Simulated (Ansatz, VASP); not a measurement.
**One calculation of CuS3, two programs**

```xyz
4
Lattice="5.0168 0.0000 0.0000 0.0000 5.0168 0.0000 0.0000 0.0000 3.4002" Properties=species:S:1:pos:R:3 pbc="T T T"
Cu    2.5084    2.5084    1.7001
S     0.0000    2.5084    0.0000
S     2.5084    0.0000    0.0000
S     0.0000    0.0000    0.0000
```

Alike in both runs: task single point; functional PBE; k mesh 4 × 4 × 6; occupations gaussian, width 0.1 eV; collinear spin.

|  | VASP | Ansatz |
| --- | --- | --- |
| version | VASP 6.6.1 | Ansatz 0.2.0 |
| potentials or method | VASP PAW PBE potentials, release 64 (Cu, S), cutoff 520 eV | scalar-relativistic, plane waves, PAW |
| valence electrons in the cell | 29 | 37 |

Ansatz gave:

* gap on the k mesh at the Fermi level (eV): none
* pressure (GPa): -11.4
* traceless stress, the component that is largest in VASP (GPa): 0.97
* net moment per atom (μB): 0.03
* size of the moment on the site where the two differ most (μB): 0.04

Task: What did VASP give for the same quantities?

Result: gap on the k mesh at the Fermi level (eV): none; pressure (GPa): -11.4; traceless stress, the component that is largest in VASP (GPa): 1.01; net moment per atom (μB): 0.04; size of the moment on the site where the two differ most (μB): 0.04.

Site moments also hang on the region over which each program counts them. A gap of «none» marks a metal or a gap that the smearing closes. The functional is the same, so the differences come from potentials, cutoffs and numerics. VASP's potentials hold 29 valence electrons a cell and Ansatz's 37, so a difference there can come from the potentials and not from the codes.
